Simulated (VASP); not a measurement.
# Mn in VASP: notebook

The runs below take Mn through single point, with BLYP.

All numbers are computed with VASP 6.6.1; they aren't measurements. Logs are shortened: lines on timing, memory, paths and dates and some standing lists are left out, and cuts for length are marked.

### Step 1. The cell of the first run

Symmetry: Fm-3m, No. 225, cubic system. Conventional cell: a = 3.497 Å, b = 3.497 Å, c = 3.497 Å, α = 90.00°, β = 90.00°, γ = 90.00°. Mn (site symmetry m-3m) has 12 Mn at 2.47 Å within 3.3 Å.

This isn't the form of Mn at room conditions, which is a 58-atom cubic cell.

### Step 2. Single point, BLYP, collinear spin, ferromagnetic start (10.69 Å³/atom)

File INCAR:

```
SYSTEM = Mn
PREC = Accurate ; ENCUT = 520
EDIFF = 1E-7 ; ISMEAR = -1
SIGMA = 0.05 ; LREAL = .False.
LASPH = .True. ; NELM = 150
ALGO = Normal ; ISIF = 2
LWAVE = .False. ; LCHARG = .False.
ISPIN = 2 ; MAGMOM = 3
LORBIT = 11 ; LMAXMIX = 4
GGA = B5 ; ALDAX = 1.0
AGGAX = 1.0 ; AGGAC = 1.0
ALDAC = 0.0 ; NBANDS = 16
```

File KPOINTS:

```
regular mesh
0
Gamma
  17 17 17
  0 0 0
```

File POSCAR:

```
Mn
1.0
    0.0000000000      1.7482532902      1.7482532902
    1.7482532902      0.0000000000      1.7482532902
    1.7482532902      1.7482532902      0.0000000000
Mn
1
Direct
    0.0000000000      0.0000000000      0.0000000000
```

Potentials or basis: VASP PAW PBE potentials, release 64 (Mn_pv).

On the command line:

```
$ cat potpaw_PBE.64/Mn_pv/POTCAR > POTCAR
$ mpirun -np 1 vasp_std > vasp.out
```

OUTCAR:

```text
SYSTEM = Mn
   PREC = Accurate
   ENCUT = 520
   EDIFF = 1E-7
   ISMEAR = -1
   LREAL = .False.
   LASPH = .True.
   NELM = 150
   ISIF = 2
   ISPIN = 2
   LORBIT = 11
   GGA = B5

 ion  position               nearest neighbor table
   1  0.000  0.000  0.000-

  LATTYP: Found a face centered cubic cell.
 ALAT       =     3.4965065804

  Lattice vectors:

 A1 = (   0.0000000000,   1.7482532902,   1.7482532902)
 A2 = (   1.7482532902,   0.0000000000,   1.7482532902)
 A3 = (   1.7482532902,   1.7482532902,   0.0000000000)

Analysis of symmetry for initial positions (statically):
=====================================================================
 Subroutine PRICEL returns:
 Original cell was already a primitive cell.

 Routine SETGRP: Setting up the symmetry group for a
 face centered cubic supercell.

 Subroutine GETGRP returns: Found 48 space group operations
 (whereof 48 operations were pure point group operations)
 out of a pool of 48 trial point group operations.

The static configuration has the point symmetry O_h .

Analysis of symmetry for dynamics (positions and initial velocities):
=====================================================================
 Subroutine PRICEL returns:
 Original cell was already a primitive cell.

 Routine SETGRP: Setting up the symmetry group for a
 face centered cubic supercell.

 Subroutine GETGRP returns: Found 48 space group operations
 (whereof 48 operations were pure point group operations)
 out of a pool of 48 trial point group operations.

The dynamic configuration has the point symmetry O_h .

Analysis of structural, dynamic, and magnetic symmetry:
=====================================================================
 Subroutine PRICEL returns:
 Original cell was already a primitive cell.

 Routine SETGRP: Setting up the symmetry group for a
 face centered cubic supercell.

 Subroutine GETGRP returns: Found 48 space group operations
 (whereof 48 operations were pure point group operations)
 out of a pool of 48 trial point group operations.

The overall configuration has the point symmetry O_h .

 Subroutine INISYM returns: Found 48 space group operations
 (whereof 48 operations are pure point group operations),
 and found     1 'primitive' translations

----------------------------------------------------------------------------------------

                                     Primitive cell

[... 102 lines left out ...]
   EFERMI =   0.00;   METHOD = LEGACY
   ISMEAR =    -1;   SIGMA  =   0.05  broadening in eV -4-tet -1-fermi 0-gaus
   EFERMI_NEDOS =   21; number of points for ismear=-14 and -15
   IALGO  =     38    algorithm
   IMIX   =      4    mixing-type and parameters
     AMIX     =   0.40;   BMIX     =  1.00
     AMIX_MAG =   1.60;   BMIX_MAG =  1.00
  volume/ion in A,a.u.               =      10.69        72.12
  Fermi-wavevector in a.u.,A,eV,Ry     =   1.747598  3.302482 41.553547  3.054100
  Thomas-Fermi vector in A             =   2.818868
   LORBIT       =     11    0 simple, 1 ext, 2 COOP (PROOUT), +10 PAW based schemes
   GGA     = B5    functional components
   LHFCALC =     F    Hartree Fock is set to
   AEXX    =    0.0000 exact exchange contribution
   IVDW    =     0    specifies the selected vdW correction
   LEPSILON=     F    determine dielectric tensor
   LRPA    =     F    only Hartree local field effects (RPA)
 spin polarized calculation
  energy-cutoff  :      520.00
  volume of cell :       10.69
 maximum number of plane-waves:       298
   NGX =  9   NGY =  9   NGZ =  9

 number of electron      13.0000002 magnetization       0.0036866

 number of electron      13.0000002 magnetization      -0.0015273

 Free energy of the ion-electron system (eV)
  ---------------------------------------------------
  ext. energy  EPLUGINS =         0.00000000
  ---------------------------------------------------
  free energy    TOTEN  =        -7.73743765 eV

  energy without entropy =       -7.72383844  energy(sigma->0) =       -7.73063805

 E-fermi :  11.0573     XC(G=0): -13.4696

 val. band max:       11.0548325918   @ k =   0.4118   0.2353   0.0588
 cond. band min:      11.0614485198   @ k =   0.1765   0.1176   0.0000
 fundamental gap:      0.0066159280
 Fermi energy:        11.0573211725

 spin component 1

 k-point     1 :       0.0000    0.0000    0.0000
  band No.  band energies     occupation
      1     -36.4231      1.00000
      2     -36.4231      1.00000
      3     -36.4231      1.00000
      4       2.9481      1.00000
      5       9.8663      1.00000
      6       9.8663      1.00000
[... 435 lines left out ...]
      5       9.5057      1.00000
      6      10.1193      1.00000
[... 8 lines left out ...]
     15      42.0133      0.00000
     16      43.9610      0.00000

 [... further k-points ...]

 spin component 2

 k-point     1 :       0.0000    0.0000    0.0000
  band No.  band energies     occupation
      1     -36.4248      1.00000
      2     -36.4248      1.00000
      3     -36.4248      1.00000
      4       2.9478      1.00000
      5       9.8653      1.00000
      6       9.8653      1.00000
[... 435 lines left out ...]
      5       9.5048      1.00000
      6      10.1183      1.00000
[... 8 lines left out ...]
     15      42.0114      0.00000
     16      43.9606      0.00000

 [... further k-points ...]

------------------------ aborting loop because EDIFF is reached ----------------------------------------

  FORCE on cell =-STRESS in cart. coord.  units (eV):
  Direction    XX          YY          ZZ          XY          YZ          ZX
  --------------------------------------------------------------------------------------
  -------------------------------------------------------------------------------------
  Total        0.7703664      0.7703664      0.7703664      0.0000000      0.0000000      0.0000000
  in kB      115.4954483    115.4954483    115.4954483      0.0000000      0.0000000      0.0000000
  external PRESSURE =     115.4954483 kB  Pullay stress =       0.0000000 kB

 VOLUME and BASIS-vectors are now :
 -----------------------------------------------------------------------------
  energy-cutoff  :      520.00
  volume of cell :       10.69
      direct lattice vectors                 reciprocal lattice vectors
     0.000000000  1.748253290  1.748253290    -0.285999748  0.285999748  0.285999748
     1.748253290  0.000000000  1.748253290     0.285999748 -0.285999748  0.285999748
     1.748253290  1.748253290  0.000000000     0.285999748  0.285999748 -0.285999748

 POSITION                                       TOTAL-FORCE (eV/Angst)
 -----------------------------------------------------------------------------------
      0.00000      0.00000      0.00000         0.000000      0.000000      0.000000
 -----------------------------------------------------------------------------------
    total drift:                                0.000000     -0.000000     -0.000000

  FREE ENERGIE OF THE ION-ELECTRON SYSTEM (eV)
  ---------------------------------------------------
  free  energy   TOTEN  =        -7.7374376522 eV

  energy  without entropy=       -7.7238384396  energy(sigma->0) =       -7.73063805

 total charge

# of ion       s       p       d       tot
------------------------------------------
    1        0.427   6.400   5.211  12.038

 magnetization (x)

# of ion       s       p       d       tot
------------------------------------------
    1        0.000  -0.000  -0.001  -0.001
```

stdout:

```text
POSCAR found type information on POSCAR Mn
 POSCAR found :  1 types and       1 ions
 scaLAPACK will be used
 -----------------------------------------------------------------------------
|                                                                             |
|                                                                             |
|     You enforced a specific xc type in the INCAR file but a different       |
|     I HOPE YOU KNOW WHAT YOU ARE DOING!                                     |
|                                                                             |
 -----------------------------------------------------------------------------

 LDA part: xc-table for (Slater(with rela. corr.)+VWN5), standard interpolation
 POSCAR, INCAR and KPOINTS ok, starting setup
 FFT: planning ... GRIDC
 FFT: planning ... GRID_SOFT
 FFT: planning ... GRID
 WAVECAR not read
 entering main loop
```

It took 2 min on 1 thread of Intel Xeon 8259CL, shared host; peak memory 0.16 GiB.

Results:

| Item | Value |
| --- | --- |
| Free energy | -7.7374 eV |
| Pressure | 11.5 GPa |
| Net moment | 0.00 μB per cell |
| Valence electrons inside the program's atomic spheres | Mn 12.04 |

Caveat: the cell stands under pressure; the PAW data sets were made with another functional, which shifts forces and pressure a little.

### Step 3. Single point, BLYP, collinear spin, ferromagnetic start

This run uses another cell than the first one, of 11.13 Å³/atom.

File INCAR:

```
SYSTEM = Mn
PREC = Accurate
ENCUT = 520
EDIFF = 1E-6
ISMEAR = -1
SIGMA = 0.05
LREAL = .FALSE.
LASPH = .TRUE.
NELM = 150
ALGO = Normal
ISIF = 2
LWAVE = .FALSE.
LCHARG = .FALSE.
ISPIN = 2
MAGMOM = 3
LORBIT = 11
LMAXMIX = 4
GGA = B5
ALDAX = 1.0
AGGAX = 1.0
AGGAC = 1.0
ALDAC = 0.0
NBANDS = 16
```

File KPOINTS:

```
Automatic mesh
0
G
  25 25 25
  0 0 0
```

File POSCAR:

```
Mn
1.0
    0.0000000000      1.7722049418      1.7722049418
    1.7722049418      0.0000000000      1.7722049418
    1.7722049418      1.7722049418      0.0000000000
Mn
1
Direct
    0.0000000000      0.0000000000      0.0000000000
```

Potentials or basis: VASP PAW PBE potentials, release 64 (Mn_pv).

On the command line:

```
$ cat potpaw_PBE.64/Mn_pv/POTCAR > POTCAR
$ mpirun -np 1 vasp_std > vasp.out
```

Run time: 6.3 min. Hardware: 1 thread of Intel Xeon 8259CL, shared host; peak memory 0.23 GiB.

Results (log left out):

- Free energy: -7.7542 eV
- Pressure: 0.1 GPa
- Net moment: 0.00 μB per cell
- Valence electrons inside the program's atomic spheres: Mn 11.96

Levels at points of the mesh, in eV from the Fermi level:
Spin up:
```csv
k point,band 4,band 5,band 6,band 7,band 8,band 9,band 10,band 11
"(0.00, 0.00, 0.00)",-7.94,-1.13,-1.13,-1.13,0.49,0.49,21.41,26.92
```
Spin down:
```
           k point  band 4  band 5  band 6  band 7  band 8  band 9  band 10  band 11
(0.00, 0.00, 0.00)   -7.94   -1.13   -1.13   -1.13    0.49    0.49    21.41    26.92
```

Caveat: the PAW data sets were made with another functional, which shifts forces and pressure a little.

### Step 4. Single point, BLYP, collinear spin, antiferromagnetic start

This run uses another cell than the first one: it holds 2 atoms, not 1.

File INCAR:

```
SYSTEM = Mn
  PREC = Accurate
  ENCUT = 520
  EDIFF = 1E-7
  ISMEAR = -1
  SIGMA = 0.05
  LREAL = .FALSE.
  LASPH = .TRUE.
  NELM = 150
  ALGO = Normal
  ISIF = 2
  LWAVE = .FALSE.
  LCHARG = .FALSE.
  ISPIN = 2
  MAGMOM = 3 -3
  LORBIT = 11
  LMAXMIX = 4
  GGA = B5
  ALDAX = 1.0
  AGGAX = 1.0
  AGGAC = 1.0
  ALDAC = 0.0
  NBANDS = 24
```

File KPOINTS:

```
regular mesh
0
G
  12 12 9
  0 0 0
```

File POSCAR:

```
Mn
1.0
    2.6043897618      0.0000000000      0.0000000000
    0.0000000000      2.6043897618      0.0000000000
    0.0000000000      0.0000000000      3.5231698705
Mn
2
Direct
    0.0000000000      1.0000000000      0.0000000000
    0.5000000000      0.5000000000      0.5000000000
```

On the command line:

```
$ cat potpaw_PBE.64/Mn_pv/POTCAR > POTCAR
$ mpirun -np 1 vasp_std > vasp.out
```

Wall time 2.9 min (1 thread of Intel Xeon 8259CL, shared host); peak memory 0.22 GiB.

The run converged. Its results:

* Free energy: -15.6498 eV
* Pressure: 0.3 GPa
* Band gap on the k mesh: zero (filled and empty bands overlap)
* Net moment: 0.00 μB per cell
* Site moments: Mn +1.96, -1.96 μB
* Valence electrons inside the program's atomic spheres: Mn 11.85

Levels at points of the mesh, in eV from the Fermi level:
Spin up:
| k point | band 9 | band 10 | band 11 | band 12 | band 13 | band 14 | band 15 | band 16 | band 17 | band 18 |
| --- | --- | --- | --- | --- | --- | --- | --- | --- | --- | --- |
| (0.00, 0.00, 0.00) | -3.50 | -1.33 | -1.33 | -0.56 | -0.31 | 0.79 | 2.06 | 2.06 | 2.26 | 3.94 |
| (0.50, 0.00, 0.00) | -2.44 | -2.33 | -1.18 | -1.06 | -0.83 | -0.51 | 0.91 | 1.30 | 2.36 | 3.66 |
| (0.50, 0.50, 0.00) | -3.45 | -3.45 | 0.97 | 1.13 | 2.01 | 2.01 | 2.02 | 2.44 | 2.92 | 2.92 |
Spin down:
| k point | band 10 | band 11 | band 12 | band 13 | band 14 | band 15 | band 16 | band 17 |
| --- | --- | --- | --- | --- | --- | --- | --- | --- |
| (0.00, 0.00, 0.00) | -1.33 | -1.33 | -0.56 | -0.31 | 0.79 | 2.06 | 2.06 | 2.26 |
| (0.50, 0.00, 0.00) | -2.33 | -1.18 | -1.06 | -0.83 | -0.51 | 0.91 | 1.30 | 2.36 |
| (0.50, 0.50, 0.00) | -3.45 | 0.97 | 1.13 | 2.01 | 2.01 | 2.02 | 2.44 | 2.92 |

Caveat: the PAW data sets were made with another functional, which shifts forces and pressure a little.
